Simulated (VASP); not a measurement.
Set up this calculation in VASP 6.6.1, as the native input.

```
Task                   : single point
Functional             : PBE
Potentials or basis    : VASP PAW PBE potentials, release 64 (Ag)
Cutoff                 : 520 eV
k mesh                 : 20 × 20 × 20
Occupations            : fermi-dirac, width 0.05 eV
Spin                   : no spin polarisation
Dipole correction      : no
Further INCAR settings : ALGO = Normal; EDIFF = 1e-06; NBANDS = 12
```

The structure of Ag lies in POSCAR:

```
Ag
1.0
    0.0000000000      1.6605020844      1.6605020844
    1.6605020844      0.0000000000      1.6605020844
    1.6605020844      1.6605020844      0.0000000000
Ag
1
Direct
    0.0000000000      0.0000000000      0.0000000000
```

These files were run (other wordings do the same):

INCAR

```
ALGO = Normal
EDIFF = 1E-6
ENCUT = 520
GGA = PE
ISIF = 2
ISMEAR = -1
LASPH = True
LCHARG = True
LELF = True
LREAL = False
LVHAR = True
LWAVE = False
NBANDS = 12
NELM = 100
PREC = Accurate
SIGMA = 0.05
```

KPOINTS

```
k-points
0
Gamma
  20 20 20
```

Potentials or basis: VASP PAW PBE potentials, release 64 (Ag).

The run is started by

```sh
$ cat potpaw_PBE.64/Ag/POTCAR > POTCAR
$ mpirun -np 1 vasp_std > vasp.out
```

It gave:

```json
{
  "Pressure": "389.8 GPa"
}
```

Run time: 14 s on 1 thread of Intel(R) Xeon(R) Platinum 8488C (Sapphire Rapids) (shared host), peak memory 0.14 GiB.
